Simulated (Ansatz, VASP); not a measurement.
**Ba: VASP beside Ansatz**

```
Ba
1.0
    -2.37847    2.37847    2.37847
     2.37847   -2.37847    2.37847
     2.37847    2.37847   -2.37847
Ba
1
Direct
  0.00000 0.00000 0.00000
```

Alike in both runs: functional LDA; k mesh 18 × 18 × 18; occupations gaussian, width 0.1 eV; no spin polarisation.

Ansatz relaxed the structure, and its values are those at the end. VASP's run is a single point on that final structure, the one shown.

|  | VASP | Ansatz |
| --- | --- | --- |
| version | VASP 6.6.1 | Ansatz 0.2.0 |
| potentials or method | VASP PAW LDA potentials, release 64 (Ba_sv), cutoff 520 eV | scalar-relativistic, plane waves, PAW |
| valence electrons in the cell | 10 | 10 |

```tsv
	VASP	Ansatz	Ansatz less VASP
gap on the k mesh at the Fermi level (eV)	none	none	-
pressure (GPa)	0.1	0.0	-0.09
```

Ansatz warns that its potentials were made for another functional, while VASP's fit it. LDA's correlation is that of Perdew and Zunger in VASP and of Perdew and Wang (1992) in Ansatz. A gap of «none» marks a metal or a gap that the smearing closes.

Neither program's run includes spin-orbit coupling.
